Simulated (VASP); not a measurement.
A run of VASP 6.6.1 is set up as follows.

File INCAR:

```
PREC = Accurate
ENCUT = 520
EDIFF = 1E-6
ISMEAR = 0
SIGMA = 0.02
LREAL = Auto
LASPH = True
NELM = 120
ALGO = Normal
ISIF = 2
LWAVE = False
LCHARG = False
GGA = PE
IVDW = 12
NBANDS = 116
NELECT = 188.0
GGA_COMPAT = False
```

Contents of KPOINTS:

```
Automatic mesh
0
Gamma
  2 2 2
```

POSCAR

```
Si12O23
1.0
   -2.4986000000      4.3277020000      5.4571000000
    4.9972000000      0.0000000000      5.4571000000
    4.9972000000      8.6554040000      0.0000000000
Si O
12 23
Direct
    0.7472991842      0.2411868249      0.1277517290
    0.1578197927      0.1675400138      0.1848916547
    0.5665439281      0.0861382658      0.9544706070
    0.7666798154      0.2488799142      0.6219994156
    0.1696637816      0.1590912348      0.7043028509
    0.5782559163      0.0925432261      0.4613073768
    0.2485181655      0.7372303089      0.3784827881
    0.6759590310      0.6716688300      0.4103229323
    0.0888864038      0.6232561261      0.1627465491
    0.2247440532      0.7076957042      0.8641544302
    0.6550941724      0.6564828557      0.9128240160
    0.0931901343      0.6027005403      0.7204798146
    0.9683116167      0.1429892574      0.1485905083
    0.3390640199      0.1626007837      0.0364403513
    0.2095127787      0.9814179354      0.3216250944
    0.1145267327      0.3713034701      0.2263697257
    0.7092056828      0.1254207672      0.0306424920
    0.9861700087      0.1646976683      0.6442986464
    0.3593600070      0.1619734852      0.5589105926
    0.1008426012      0.6638085872      0.5352531520
    0.1973137146      0.9590755764      0.8347135550
    0.1350598081      0.3521370547      0.7598901678
    0.7389848118      0.1357655135      0.5182070013
    0.4835577807      0.6580674414      0.3741188771
    0.8504861040      0.6899987689      0.2593531841
    0.5898428584      0.2154394344      0.2896797055
    0.7349019938      0.4804178647      0.5408632770
    0.6361138031      0.8612611763      0.4718245413
    0.2217876074      0.6564779549      0.2564379812
    0.4599800761      0.6264539273      0.8925463565
    0.8372321444      0.6673858761      0.7665521764
    0.6062727063      0.2090291939      0.7817948644
    0.7218863364      0.4731945674      0.0485972761
    0.6097113902      0.8536867517      0.9705698079
    0.2977128786      0.6914286068      0.6814518860
```

Potentials or basis: VASP PAW PBE potentials, release 64 (Si, O).

Launch:

```sh
$ cat potpaw_PBE.64/Si/POTCAR potpaw_PBE.64/O/POTCAR > POTCAR
$ mpirun -np 1 vasp_std > vasp.out
```

Question: Predict the largest force.

Answer: 0.074 eV/Å.

Question: What does it give for the dispersion energy per atom?

Answer: -0.135 eV.

Forces on the atoms (eV/Å):
```
Si  -0.002  0.003 -0.006
Si  -0.006 -0.009 -0.003
Si   0.013 -0.019  0.009
Si  -0.007 -0.017  0.019
Si  -0.017 -0.036 -0.001
Si  -0.001 -0.017 -0.012
Si  -0.034 -0.005  0.049
Si   0.003  0.019  0.006
Si  -0.008 -0.012  0.003
Si   0.040  0.061 -0.006
Si   0.042  0.036  0.007
Si   0.001 -0.038 -0.053
O    0.003  0.007  0.007
O    0.000  0.022  0.002
O   -0.005  0.014 -0.011
O    0.014 -0.016  0.015
O    0.007 -0.008 -0.011
O    0.007  0.032  0.017
O    0.019  0.030 -0.001
O    0.032  0.030 -0.032
O   -0.027  0.011 -0.020
O    0.026 -0.003  0.015
O    0.010  0.007  0.003
O    0.026 -0.003 -0.006
O   -0.029  0.008  0.020
O   -0.018  0.005  0.001
O   -0.001 -0.006 -0.017
O    0.008 -0.013 -0.006
O   -0.010 -0.021 -0.015
O    0.029 -0.030 -0.037
O   -0.013  0.009  0.016
O   -0.017  0.013 -0.004
O   -0.014 -0.027  0.009
O   -0.027 -0.003 -0.010
O   -0.045 -0.020  0.055
```

Caveat: the k points lie up to 0.46 Å⁻¹ apart; the cell carries a net charge on a neutralising background, which shifts energy and pressure.
